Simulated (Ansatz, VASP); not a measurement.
**ZnSe in VASP and in Ansatz**

```
Zn Se
1.0
     0.00000    2.83295    2.60631
     2.83295    0.00000    2.60631
     2.83295    2.83295    0.00000
Zn Se
1 1
Cartesian
  0.0000 0.0000 0.0000
  4.2494 4.2494 3.9095
```

Change from the starting cell: strain +0.000 along x and y, -0.080 along z, atoms carried along.

Alike in both runs: task single point; functional r2SCAN; k mesh 8 × 8 × 8; occupations gaussian, width 0.05 eV; no spin polarisation.

|  | VASP | Ansatz |
| --- | --- | --- |
| version | VASP 6.6.1 | Ansatz 0.2.0 |
| potentials or method | VASP PAW PBE potentials, release 64 (Zn, Se), cutoff 520 eV | scalar-relativistic, plane waves, PAW |
| valence electrons in the cell | 18 | 28 |

VASP gave:

```
gap on the k mesh at the Fermi level (eV)                     : 2.04
least direct gap on the mesh (eV)                             : 2.04
pressure (GPa)                                                : 6.5
traceless stress, the component that is largest in VASP (GPa) : 1.55
```

Problem. Which values does Ansatz return?

Solution. gap on the k mesh at the Fermi level (eV): 2.03; least direct gap on the mesh (eV): 2.03; pressure (GPa): 6.3; traceless stress, the component that is largest in VASP (GPa): 1.54.

VASP's potentials were made for PBE, not for r2SCAN. VASP's potentials hold 18 valence electrons a cell and Ansatz's 28, so a difference there can come from the potentials and not from the codes.
